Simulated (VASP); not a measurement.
# Zr4Si3 (P6/mmm) in VASP: a series of runs, part 2 of 2

VASP 6.6.1.

### 4 Single point, PBE

This run uses another cell than the first one, of 23.49 Å³/atom, 1.022 times its volume.

Input file INCAR:

```
ALGO = Normal
EDIFF = 1E-6
ENCUT = 500
GGA = PE
GGA_COMPAT = False
ISIF = 2
ISMEAR = 0
LASPH = True
LCHARG = True
LELF = True
LREAL = False
LVHAR = True
LWAVE = False
NBANDS = 39
NELM = 120
PREC = Accurate
SIGMA = 0.2
```

Input file KPOINTS:

```
k-points
0
Gamma
  4 4 3
```

Input file POSCAR:

```
Zr4Si3
1.0
    6.0048721052      0.0000000035      0.0000000000
   -3.0024360557      5.2003717879      0.0000000000
    0.0000000000      0.0000000000      5.2654545548
Zr Si
4 3
Direct
    0.5000000000      0.0000000000      0.0000000000
    0.0000000000      0.5000000000      0.0000000000
    0.5000000000      0.5000000000      0.0000000000
    0.0000000000      0.0000000000      0.0000000000
    0.5000000000      0.0000000000      0.5000000000
    0.0000000000      0.5000000000      0.5000000000
    0.5000000000      0.5000000000      0.5000000000
```

Potentials or basis: VASP PAW PBE potentials, release 64 (Zr_sv, Si).

Started as:

```sh
> cat potpaw_PBE.64/Zr_sv/POTCAR potpaw_PBE.64/Si/POTCAR > POTCAR
> mpirun -np 1 vasp_std > vasp.out
```

OUTCAR:

```text
EDIFF = 1E-6
   ENCUT = 500
   GGA = PE
   ISIF = 2
   ISMEAR = 0
   LASPH = True
   LREAL = False
   NELM = 120
   PREC = Accurate

 ion  position               nearest neighbor table
   1  0.500  0.000  0.000-   5 2.63   5 2.63   4 3.00   4 3.00   2 3.00   2 3.00   3 3.00   3 3.00

   2  0.000  0.500  0.000-   6 2.63   6 2.63   3 3.00   3 3.00   1 3.00   1 3.00   4 3.00   4 3.00

   3  0.500  0.500  0.000-   7 2.63   7 2.63   2 3.00   2 3.00   4 3.00   4 3.00   1 3.00   1 3.00

   4  0.000  0.000  0.000-   1 3.00   1 3.00   3 3.00   3 3.00   2 3.00   2 3.00
   5  0.500  0.000  0.500-   1 2.63   1 2.63   6 3.00   6 3.00   7 3.00   7 3.00
   6  0.000  0.500  0.500-   2 2.63   2 2.63   7 3.00   7 3.00   5 3.00   5 3.00
   7  0.500  0.500  0.500-   3 2.63   3 2.63   6 3.00   6 3.00   5 3.00   5 3.00

  LATTYP: Found a hexagonal cell.
 ALAT       =     6.0048721052
 C/A-ratio  =     0.8768637304

  Lattice vectors:

 A1 = (   6.0048721052,   0.0000000035,   0.0000000000)
 A2 = (  -3.0024360557,   5.2003717879,   0.0000000000)
[... 173 lines left out ...]
 cond. band min:       7.0087385194   @ k =   0.2500   0.2500   0.0000
 fundamental gap:      0.0683308735
 Fermi energy:         6.9586283782

 k-point     1 :       0.0000    0.0000    0.0000
  band No.  band energies     occupation
      1     -42.3926      2.00000
      2     -41.4970      2.00000
      3     -41.3541      2.00000
      4     -41.3541      2.00000
      5     -20.6588      2.00000
      6     -20.6397      2.00000
[... 325 lines left out ...]
     38       8.8665      0.00000
     39       8.9604      0.00000

------------------------ aborting loop because EDIFF is reached ----------------------------------------

  FORCE on cell =-STRESS in cart. coord.  units (eV):
  Direction    XX          YY          ZZ          XY          YZ          ZX
  --------------------------------------------------------------------------------------
  -------------------------------------------------------------------------------------
  Total        0.7206951      0.7206951      0.2103820     -0.0000000     -0.0000000     -0.0000000
  in kB        7.0224411      7.0224411      2.0499588     -0.0000000     -0.0000000     -0.0000000
  external PRESSURE =       5.3649470 kB  Pullay stress =       0.0000000 kB

 VOLUME and BASIS-vectors are now :
 -----------------------------------------------------------------------------
  energy-cutoff  :      500.00
  volume of cell :      164.43
      direct lattice vectors                 reciprocal lattice vectors
     6.004872105  0.000000003  0.000000000     0.166531440  0.096146972  0.000000000
    -3.002436056  5.200371788  0.000000000    -0.000000000  0.192293944  0.000000000
     0.000000000  0.000000000  5.265454555     0.000000000  0.000000000  0.189917127

 POSITION                                       TOTAL-FORCE (eV/Angst)
 -----------------------------------------------------------------------------------
      3.00244      0.00000      0.00000         0.000000      0.000000      0.000000
     -1.50122      2.60019      0.00000         0.000000      0.000000      0.000000
      1.50122      2.60019      0.00000        -0.000000      0.000000      0.000000
      0.00000      0.00000      0.00000         0.000000      0.000000      0.000000
      3.00244      0.00000      2.63273         0.000000      0.000000      0.000000
     -1.50122      2.60019      2.63273         0.000000      0.000000      0.000000
      1.50122      2.60019      2.63273        -0.000000      0.000000      0.000000
 -----------------------------------------------------------------------------------
    total drift:                               -0.000000      0.000000      0.000000

  FREE ENERGIE OF THE ION-ELECTRON SYSTEM (eV)
  ---------------------------------------------------
  free  energy   TOTEN  =       -46.4826541704 eV

  energy  without entropy=      -46.3848455121  energy(sigma->0) =      -46.43374984
```

OSZICAR:

```text
N       E                     dE             d eps       ncg     rms          rms(c)
DAV:   1     0.522907926558E+03    0.52291E+03   -0.29340E+04   624   0.141E+03
DAV:   2     0.418926165095E+00   -0.52249E+03   -0.50825E+03   687   0.393E+02
DAV:   3    -0.442338540097E+02   -0.44653E+02   -0.43472E+02  1032   0.835E+01
DAV:   4    -0.481298719814E+02   -0.38960E+01   -0.38618E+01   944   0.228E+01
DAV:   5    -0.483144839035E+02   -0.18461E+00   -0.18435E+00   889   0.435E+00    0.232E+01
DAV:   6    -0.468796275594E+02    0.14349E+01   -0.71820E+00   904   0.117E+01    0.110E+01
DAV:   7    -0.466864712383E+02    0.19316E+00   -0.43670E+00   842   0.702E+00    0.559E+00
DAV:   8    -0.464735630395E+02    0.21291E+00   -0.89205E-01   809   0.517E+00    0.102E+00
DAV:   9    -0.464801192444E+02   -0.65562E-02   -0.85970E-02   797   0.136E+00    0.759E-01
DAV:  10    -0.464827369768E+02   -0.26177E-02   -0.13622E-02   857   0.781E-01    0.119E-01
DAV:  11    -0.464826057532E+02    0.13122E-03   -0.72545E-04   874   0.148E-01    0.449E-02
DAV:  12    -0.464826512146E+02   -0.45461E-04   -0.14960E-04   816   0.583E-02    0.112E-02
DAV:  13    -0.464826532806E+02   -0.20660E-05   -0.21773E-05   824   0.205E-02    0.673E-03
DAV:  14    -0.464826541704E+02   -0.88981E-06   -0.39097E-06   617   0.774E-03
   1 F= -.46482654E+02 E0= -.46433750E+02  d E =-.978087E-01
```

Wall time 2.2 min (1 thread of Intel Xeon 8259CL, shared host); peak memory 0.29 GiB.

What came out:

- Free energy: -46.4827 eV
- Pressure: 0.5 GPa
- Band gap on the k mesh: zero (band 30 reaches 7.17 eV, above the bottom of band 31 at 6.85 eV)

Stress tensor (GPa, compression positive):
```
0.70 0.00 0.00
0.00 0.70 0.00
0.00 0.00 0.20
```

Levels at points of the mesh, in eV from the Fermi level:
| k point | band 27 | band 28 | band 29 | band 30 | band 31 | band 32 | band 33 | band 34 |
| --- | --- | --- | --- | --- | --- | --- | --- | --- |
| (0.00, 0.00, 0.00) | -1.96 | -1.64 | -1.49 | -1.49 | 0.32 | 1.26 | 1.26 | 1.31 |
| (0.50, 0.00, 0.00) | -0.85 | -0.84 | -0.43 | -0.40 | 0.27 | 0.56 | 1.25 | 1.27 |

Caveat: the k points lie up to 0.40 Å⁻¹ apart.

### 5 Summary

```csv
cell,k mesh,gap on the mesh (eV),pressure (GPa)
"a = 4.747, b = 4.747, c = 8.245 Å, angles 90.0, 90.0, 120.0°, 7 atoms",4 × 4 × 2,none,0.7
"a = 6.023, b = 6.023, c = 5.267 Å, angles 90.0, 90.0, 120.0°, 7 atoms",4 × 4 × 3,none,0.1
"a = 6.005, b = 6.005, c = 5.265 Å, angles 90.0, 90.0, 120.0°, 7 atoms",4 × 4 × 3,none,0.5
```

Alike in all rows: task single point; level PBE; potentials or basis VASP PAW PBE potentials, release 64 (Zr_sv, Si); no spin polarisation; cutoff (eV) 500; smearing gaussian 0.2 eV.

Caveats: all runs use coarse meshes.

Total energies depend on the potentials used, so only differences within one code and one set of settings carry meaning.
